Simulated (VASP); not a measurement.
# BaF2 in VASP: notebook, part 3 of 3

VASP 6.6.1.

## Step 5: Electric field gradients, LDA (equal xx and yy strain of -2 %)

Input file INCAR:

```
ALGO = Normal
EDIFF = 1E-8
ENCUT = 520
GGA = CA
GGA_COMPAT = False
ISIF = 2
ISMEAR = -1
LASPH = True
LCHARG = False
LEFG = True
LREAL = False
LWAVE = False
NBANDS = 19
NELM = 120
PREC = Accurate
SIGMA = 0.01
```

Input file KPOINTS:

```
k-points
0
Gamma
  8 8 8
```

Input file POSCAR:

```
BaF2
1.0
    0.0000000000      3.0380490000      3.1000500000
    3.0380490000      0.0000000000      3.1000500000
    3.0380490000      3.0380490000      0.0000000000
Ba F
1 2
Direct
    0.0000000000      0.0000000000      0.0000000000
    0.2500000000      0.2500000000      0.2500000000
    0.7500000000      0.7500000000      0.7500000000
```

Potentials or basis: VASP PAW LDA potentials, release 64 (Ba_sv, F).

Command:

```sh
> cat potpaw_LDA.64/Ba_sv/POTCAR potpaw_LDA.64/F/POTCAR > POTCAR
> mpirun -np 1 vasp_std > vasp.out
```

OUTCAR:

```text
EDIFF = 1E-8
   ENCUT = 520
   GGA = CA
   ISIF = 2
   ISMEAR = -1
   LASPH = True
   LREAL = False
   NELM = 120
   PREC = Accurate

 ion  position               nearest neighbor table
   1  0.000  0.000  0.000-   3 2.65   2 2.65   3 2.65   2 2.65   3 2.65   3 2.65   2 2.65   2 2.65

   2  0.250  0.250  0.250-   1 2.65   1 2.65   1 2.65   1 2.65
   3  0.750  0.750  0.750-   1 2.65   1 2.65   1 2.65   1 2.65

  LATTYP: Found a body centered tetragonal cell.
 ALAT       =     4.2964500990
 C/A-ratio  =     1.4430750636

  Lattice vectors:

 A1 = (  -3.0380490000,   0.0000000000,   3.1000500000)
 A2 = (   3.0380490000,   0.0000000000,   3.1000500000)
 A3 = (   0.0000000000,   3.0380490000,  -3.1000500000)

Analysis of symmetry for initial positions (statically):
=====================================================================
 Subroutine PRICEL returns:
 Original cell was already a primitive cell.

 Routine SETGRP: Setting up the symmetry group for a
 body centered tetragonal supercell.

 Subroutine GETGRP returns: Found 16 space group operations
 (whereof 16 operations were pure point group operations)
 out of a pool of 16 trial point group operations.

The static configuration has the point symmetry D_4h.

Analysis of symmetry for dynamics (positions and initial velocities):
=====================================================================
 Subroutine PRICEL returns:
 Original cell was already a primitive cell.

 Routine SETGRP: Setting up the symmetry group for a
 body centered tetragonal supercell.

 Subroutine GETGRP returns: Found 16 space group operations
 (whereof 16 operations were pure point group operations)
 out of a pool of 16 trial point group operations.

The dynamic configuration has the point symmetry D_4h.

 Subroutine INISYM returns: Found 16 space group operations
 (whereof 16 operations are pure point group operations),
 and found     1 'primitive' translations

----------------------------------------------------------------------------------------

                                     Primitive cell

  volume of cell :      57.2253

  direct lattice vectors                    reciprocal lattice vectors
     0.000000000  3.038049000  3.100050000    -0.164579307  0.164579307  0.161287721
     3.038049000  0.000000000  3.100050000     0.164579307 -0.164579307  0.161287721
     3.038049000  3.038049000  0.000000000     0.164579307  0.164579307 -0.161287721

  length of vectors
     4.340512842  4.340512842  4.296450099     0.283172078  0.283172078  0.283172078

  position of ions in fractional coordinates (direct lattice)
     0.000000000  0.000000000  0.000000000
     0.250000000  0.250000000  0.250000000
     0.750000000  0.750000000  0.750000000

  ion indices of the primitive-cell ions
   primitive index   ion index
                 1           1
                 2           2
                 3           3

----------------------------------------------------------------------------------------

 KPOINTS: k-points

[... 73 lines left out ...]
   ISIF   =      2    stress and relaxation
   ISYM   =      2    0-nonsym 1-usesym 2-fastsym
   POTIM  = 0.5000    time-step for ionic-motion
   TEBEG  =    0.0;   TEEND  =   0.0 temperature during run
   PSTRESS=    0.0 pullay stress
   NELECT =      24.0000    total number of electrons
   NUPDOWN=      -1.0000    fix difference up-down
   EMIN   =  10.00;   EMAX   =-10.00  energy-range for DOS
   EFERMI =   0.00;   METHOD = LEGACY
   ISMEAR =    -1;   SIGMA  =   0.01  broadening in eV -4-tet -1-fermi 0-gaus
   EFERMI_NEDOS =   21; number of points for ismear=-14 and -15
   IALGO  =     38    algorithm
   IMIX   =      4    mixing-type and parameters
     AMIX     =   0.40;   BMIX     =  1.00
     AMIX_MAG =   1.60;   BMIX_MAG =  1.00
  volume/ion in A,a.u.               =      19.08       128.73
  Fermi-wavevector in a.u.,A,eV,Ry     =   1.225413  2.315695 20.431013  1.501637
  Thomas-Fermi vector in A             =   2.360452
   LORBIT       =      0    0 simple, 1 ext, 2 COOP (PROOUT), +10 PAW based schemes
   GGA     = CA    functional components
   LHFCALC =     F    Hartree Fock is set to
   AEXX    =    0.0000 exact exchange contribution
   IVDW    =     0    specifies the selected vdW correction
   LEPSILON=     F    determine dielectric tensor
   LRPA    =     F    only Hartree local field effects (RPA)
 non-spin polarized calculation
  energy-cutoff  :      520.00
  volume of cell :       57.23
 maximum number of plane-waves:      1564
   NGX = 17   NGY = 17   NGZ = 15

 number of electron      23.9999999 magnetization

 Free energy of the ion-electron system (eV)
  ---------------------------------------------------
  ext. energy  EPLUGINS =         0.00000000
  ---------------------------------------------------
  free energy    TOTEN  =       -18.62239332 eV

  energy without entropy =      -18.62239332  energy(sigma->0) =      -18.62239332

 E-fermi :  -2.0522     XC(G=0):  -9.5209

 val. band max:       -2.2757000508   @ k =  -0.2500   0.0000   0.2500
 cond. band min:       4.2600562144   @ k =   0.0000   0.0000   0.0000
 fundamental gap:      6.5357562652
 Fermi energy:        -2.0521855666

 k-point     1 :       0.0000    0.0000    0.0000
  band No.  band energies     occupation
      1     -25.1221      2.00000
      2     -20.8517      2.00000
      3     -20.7637      2.00000
      4      -9.9325      2.00000
      5      -9.9231      2.00000
      6      -9.9231      2.00000
[... 505 lines left out ...]
      6      -9.9837      2.00000
[... 11 lines left out ...]
     18       9.6096      0.00000
     19      11.4678      0.00000

 [... further k-points ...]
[... 5 lines left out ...]
  --------------------------------------------------------------------------------------
  -------------------------------------------------------------------------------------
  Total       -0.2150515     -0.2150515     -0.5810822      0.0000000      0.0000000     -0.0000000
  in kB       -6.0209460     -6.0209460    -16.2689637      0.0000000      0.0000000     -0.0000000
  external PRESSURE =      -9.4369519 kB  Pullay stress =       0.0000000 kB

 VOLUME and BASIS-vectors are now :
 -----------------------------------------------------------------------------
  energy-cutoff  :      520.00
  volume of cell :       57.23
      direct lattice vectors                 reciprocal lattice vectors
     0.000000000  3.038049000  3.100050000    -0.164579307  0.164579307  0.161287721
     3.038049000  0.000000000  3.100050000     0.164579307 -0.164579307  0.161287721
     3.038049000  3.038049000  0.000000000     0.164579307  0.164579307 -0.161287721

 POSITION                                       TOTAL-FORCE (eV/Angst)
 -----------------------------------------------------------------------------------
      0.00000      0.00000      0.00000        -0.000000     -0.000000     -0.000000
      1.51902      1.51902      1.55002        -0.000000      0.000000     -0.000000
      4.55707      4.55707      4.65008         0.000000      0.000000      0.000000
 -----------------------------------------------------------------------------------
    total drift:                               -0.000000     -0.000000      0.000000

  FREE ENERGIE OF THE ION-ELECTRON SYSTEM (eV)
  ---------------------------------------------------
  free  energy   TOTEN  =       -18.6223933186 eV

  energy  without entropy=      -18.6223933186  energy(sigma->0) =      -18.62239332

 Electric field gradients (V/A^2)
---------------------------------------------------------------------
 ion       V_xx      V_yy      V_zz      V_xy      V_xz      V_yz
---------------------------------------------------------------------
   1       7.223     7.223   -14.446     0.000     0.000     0.000
   2      -1.219    -1.219     2.437     0.009     0.007     0.007
   3      -1.219    -1.219     2.437     0.009     0.007     0.007
---------------------------------------------------------------------

 Electric field gradients after diagonalization (V/A^2)
 (convention: |V_zz| > |V_xx| > |V_yy|)
----------------------------------------------------------------------
 ion       V_xx      V_yy      V_zz     asymmetry (V_yy - V_xx)/ V_zz
----------------------------------------------------------------------
   1       7.223     7.223   -14.446       0.000
   2      -1.228    -1.209     2.437       0.008
   3      -1.228    -1.209     2.437       0.008
----------------------------------------------------------------------

           NMR quadrupolar parameters

 Cq : quadrupolar parameter    Cq=e*Q*V_zz/h
 eta: asymmetry parameters     (V_yy - V_xx)/ V_zz
 Q  : nuclear electric quadrupole moment in mb (millibarn)
----------------------------------------------------------------------
 ion       Cq(MHz)       eta       Q (mb)
----------------------------------------------------------------------
   1      -0.035       0.000       1.000
   2       0.006       0.008       1.000
   3       0.006       0.008       1.000
----------------------------------------------------------------------
```

OSZICAR:

```text
N       E                     dE             d eps       ncg     rms          rms(c)
DAV:   1     0.140458387941E+03    0.14046E+03   -0.13140E+04  2242   0.119E+03
DAV:   2    -0.132204162107E+02   -0.15368E+03   -0.14881E+03  2793   0.260E+02
DAV:   3    -0.202233008637E+02   -0.70029E+01   -0.69709E+01  2869   0.555E+01
DAV:   4    -0.203385695273E+02   -0.11527E+00   -0.11512E+00  2771   0.656E+00
DAV:   5    -0.203420714629E+02   -0.35019E-02   -0.35014E-02  2723   0.869E-01    0.851E+00
DAV:   6    -0.187080862195E+02    0.16340E+01   -0.68488E+00  2353   0.204E+01    0.462E+00
DAV:   7    -0.186532802157E+02    0.54806E-01   -0.26536E-01  2481   0.383E+00    0.232E+00
DAV:   8    -0.186206366703E+02    0.32644E-01   -0.50685E-02  2568   0.217E+00    0.290E-01
DAV:   9    -0.186215529148E+02   -0.91624E-03   -0.67781E-03  2718   0.519E-01    0.121E-01
DAV:  10    -0.186224121179E+02   -0.85920E-03   -0.10597E-03  2347   0.233E-01    0.350E-02
DAV:  11    -0.186223895822E+02    0.22536E-04   -0.10090E-04  2595   0.764E-02    0.181E-02
DAV:  12    -0.186223941622E+02   -0.45799E-05   -0.12580E-05  2421   0.249E-02    0.520E-03
DAV:  13    -0.186223933451E+02    0.81705E-06   -0.27838E-06  2605   0.108E-02    0.178E-03
DAV:  14    -0.186223933201E+02    0.25022E-07   -0.20796E-07  2521   0.342E-03    0.349E-04
DAV:  15    -0.186223933186E+02    0.14961E-08   -0.85553E-09  1753   0.796E-04
   1 F= -.18622393E+02 E0= -.18622393E+02  d E =-.251714E-11
```

Wall time 40 s (1 thread of Intel Xeon Platinum 8259CL at 2.50GHz (Skylake/Cascade Lake), shared host); peak memory 0.19 GiB.

Results:

- Free energy: -18.6224 eV
- Pressure: -0.9 GPa
- Band gap on the k mesh: 6.54 eV, indirect (least direct gap 6.64 eV)

Stress tensor (GPa, compression positive):
```
-0.60  0.00  0.00
 0.00 -0.60  0.00
 0.00  0.00 -1.63
```

Electric field gradients, principal values (V/Å²):
| atom | least | middle | greatest (by size) |
| --- | --- | --- | --- |
| 1 Ba | 7.223 | 7.223 | -14.446 |
| 2 F | -1.209 | -1.228 | 2.437 |
| 3 F | -1.209 | -1.228 | 2.437 |

Caveat: the cell differs from its parent crystal (equal xx and yy strain of -2 %); without QUAD_EFG the Cq values of the log hold for a quadrupole moment of 1 mb, not for the nuclei; spin-orbit coupling is left out, which moves the levels of the heavy elements. A k mesh can miss the band edges.

## Step 6: Electric field gradients, LDA (equal xx and yy strain of -2 %)

Input file INCAR:

```
ALGO = Normal
EDIFF = 1E-8
ENCUT = 520
GGA_COMPAT = F
ISIF = 2
ISMEAR = -1
LASPH = T
LCHARG = F
LEFG = T
LREAL = F
LWAVE = F
NBANDS = 19
NELM = 120
PREC = Accurate
SIGMA = 0.01
```

KPOINTS is that of step 5.

POSCAR is that of step 5.

Potentials or basis: VASP PAW LDA potentials, release 64 (Ba_sv, F).

Command:

```sh
> cat potpaw_LDA.64/Ba_sv/POTCAR potpaw_LDA.64/F/POTCAR > POTCAR
> mpirun -np 1 vasp_std > vasp.out
```

OUTCAR:

```text
EDIFF = 1E-8
   ENCUT = 520
   ISIF = 2
   ISMEAR = -1
   LASPH = T
   LREAL = F
   NELM = 120
   PREC = Accurate

 ion  position               nearest neighbor table
   1  0.000  0.000  0.000-   3 2.65   2 2.65   3 2.65   2 2.65   3 2.65   3 2.65   2 2.65   2 2.65

   2  0.250  0.250  0.250-   1 2.65   1 2.65   1 2.65   1 2.65
   3  0.750  0.750  0.750-   1 2.65   1 2.65   1 2.65   1 2.65

  LATTYP: Found a body centered tetragonal cell.
 ALAT       =     4.2964500990
 C/A-ratio  =     1.4430750636

  Lattice vectors:

 A1 = (  -3.0380490000,   0.0000000000,   3.1000500000)
 A2 = (   3.0380490000,   0.0000000000,   3.1000500000)
 A3 = (   0.0000000000,   3.0380490000,  -3.1000500000)

Analysis of symmetry for initial positions (statically):
=====================================================================
 Subroutine PRICEL returns:
 Original cell was already a primitive cell.

[... 724 lines left out ...]
     3.038049000  3.038049000  0.000000000     0.164579307  0.164579307 -0.161287721

 POSITION                                       TOTAL-FORCE (eV/Angst)
 -----------------------------------------------------------------------------------
      0.00000      0.00000      0.00000        -0.000000     -0.000000     -0.000000
      1.51902      1.51902      1.55002        -0.000000      0.000000     -0.000000
      4.55707      4.55707      4.65008         0.000000      0.000000      0.000000
 -----------------------------------------------------------------------------------
    total drift:                               -0.000000     -0.000000      0.000000

  FREE ENERGIE OF THE ION-ELECTRON SYSTEM (eV)
  ---------------------------------------------------
  free  energy   TOTEN  =       -18.6223933186 eV

  energy  without entropy=      -18.6223933186  energy(sigma->0) =      -18.62239332

 Electric field gradients (V/A^2)
---------------------------------------------------------------------
 ion       V_xx      V_yy      V_zz      V_xy      V_xz      V_yz
---------------------------------------------------------------------
   1       7.223     7.223   -14.446     0.000     0.000     0.000
   2      -1.219    -1.219     2.437     0.009     0.007     0.007
   3      -1.219    -1.219     2.437     0.009     0.007     0.007
---------------------------------------------------------------------

 Electric field gradients after diagonalization (V/A^2)
 (convention: |V_zz| > |V_xx| > |V_yy|)
----------------------------------------------------------------------
 ion       V_xx      V_yy      V_zz     asymmetry (V_yy - V_xx)/ V_zz
----------------------------------------------------------------------
   1       7.223     7.223   -14.446       0.000
   2      -1.228    -1.209     2.437       0.008
   3      -1.228    -1.209     2.437       0.008
----------------------------------------------------------------------

           NMR quadrupolar parameters

 Cq : quadrupolar parameter    Cq=e*Q*V_zz/h
 eta: asymmetry parameters     (V_yy - V_xx)/ V_zz
 Q  : nuclear electric quadrupole moment in mb (millibarn)
----------------------------------------------------------------------
 ion       Cq(MHz)       eta       Q (mb)
----------------------------------------------------------------------
   1      -0.035       0.000       1.000
   2       0.006       0.008       1.000
   3       0.006       0.008       1.000
----------------------------------------------------------------------
```

stdout:

```text
POSCAR found type information on POSCAR BaF
 POSCAR found :  2 types and       3 ions
 scaLAPACK will be used
 LDA part: xc-table for (Slater(with rela. corr.)+CA(PZ))
 , standard interpolation
 POSCAR, INCAR and KPOINTS ok, starting setup
 FFT: planning ... GRIDC
 FFT: planning ... GRID_SOFT
 FFT: planning ... GRID
 WAVECAR not read
 entering main loop
ion   1

ion   2

ion   3
```

It took 44 s on 1 thread of Intel Xeon Platinum 8259CL at 2.50GHz (Skylake/Cascade Lake), shared host; peak memory 0.19 GiB.

What came out:

| Quantity | Value |
| --- | --- |
| Free energy | -18.6224 eV |
| Pressure | -0.9 GPa |
| Band gap on the k mesh | 6.54 eV, indirect (least direct gap 6.64 eV) |

Electric field gradients, principal values (V/Å²):
```
atom   least  middle  greatest (by size)
1 Ba   7.223   7.223             -14.446
 2 F  -1.209  -1.228               2.437
 3 F  -1.209  -1.228               2.437
```

Caveat: the cell differs from its parent crystal (equal xx and yy strain of -2 %); without QUAD_EFG the Cq values of the log hold for a quadrupole moment of 1 mb, not for the nuclei; spin-orbit coupling is left out, which moves the levels of the heavy elements. A k mesh can miss the band edges.

## Step 7: Summary

| cell | gap on the mesh (eV) | pressure (GPa) |
| --- | --- | --- |
| a = 4.369 Å, angles 60.0°, 3 atoms | 6.43 | -2.8 |
| a = 4.413 Å, angles 60.0°, 3 atoms | 6.31 | -4.4 |
| a = 4.470 Å, angles 60.0°, 3 atoms | 6.15 | -6.1 |
| a = 4.341, b = 4.341, c = 4.296 Å, angles 60.3, 60.3, 59.3°, 3 atoms | 6.54 | -0.9 |

Alike in all rows: task electric field gradients; level LDA; potentials or basis VASP PAW LDA potentials, release 64 (Ba_sv, F); no spin polarisation; k mesh 8 × 8 × 8; cutoff (eV) 520; smearing fermi-dirac 0.01 eV.

Caveats: spin-orbit coupling is left out, which moves the levels of the heavy elements.

Total energies depend on the potentials used, so only differences within one code and one set of settings carry meaning.
